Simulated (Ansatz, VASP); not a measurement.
**One calculation of AlN, two programs**

The input INCAR:

```
SYSTEM = AlN
  PREC = Accurate
  ENCUT = 520
  EDIFF = 1E-7
  ISMEAR = 0
  SIGMA = 0.05
  LREAL = .FALSE.
  LASPH = .TRUE.
  NELM = 60
  ALGO = Normal
  ISIF = 2
  LWAVE = .FALSE.
  LCHARG = .FALSE.
  GGA = PS
  NBANDS = 16
```

KPOINTS

```
Automatic mesh
0
G
  9 9 6
  0 0 0
```

The input POSCAR:

```
AlN
1.0
    3.3808000000      0.0000000000      0.0000000000
   -1.6904000000      2.9278586851      0.0000000000
    0.0000000000      0.0000000000      4.0170000000
Al N
2 2
Direct
    0.3333333333      0.6666666667      0.7500000000
    0.6666666667      0.3333333333      0.2500000000
    0.3333333333      0.6666666667      0.2500000000
    0.6666666667      0.3333333333      0.7500000000
```

Input for Ansatz:

```yaml
crystal:
  lattice:
    - [3.3808, 0.0, 0.0]
    - [-1.6904, 2.9278586851, 0.0]
    - [0.0, 0.0, 4.017]
  atoms:
    - { symbol: Al, position: [0.3333333333, 0.6666666667, 0.75] }
    - { symbol: Al, position: [0.6666666667, 0.3333333333, 0.25] }
    - { symbol: "N", position: [0.3333333333, 0.6666666667, 0.25] }
    - { symbol: "N", position: [0.6666666667, 0.3333333333, 0.75] }
basis:
  ecutwfc: 520.0
kpoints:
  mp_grid: { grid: [9, 9, 6] }
hamiltonian:
  xc: pbesol
scf:
  occupations: { method: gaussian, width: 0.05 }
output:
  forces: true
  stress: true
  eigenvalues: true
```

Alike in both runs: task single point; functional PBEsol; k mesh 9 × 9 × 6; occupations gaussian, width 0.05 eV; no spin polarisation.

|  | VASP | Ansatz |
| --- | --- | --- |
| version | VASP 6.6.1 | Ansatz 0.2.0 |
| potentials or method | VASP PAW PBE potentials, release 64 (Al, N), cutoff 520 eV | scalar-relativistic, plane waves, PAW |
| valence electrons in the cell | 16 | 16 |

|  | VASP | Ansatz | Ansatz less VASP |
| --- | --- | --- | --- |
| gap on the k mesh at the Fermi level (eV) | 3.37 | 3.36 | -0.011 |
| least direct gap on the mesh (eV) | 3.37 | 3.36 | -0.011 |
| pressure (GPa) | -3.8 | -3.7 | +0.09 |
| traceless stress, the component that is largest in VASP (GPa) | 7.54 | 7.50 | -0.039 |

VASP's potentials were made for PBE, not for PBEsol. The functional is the same, so the differences come from potentials, cutoffs and numerics.
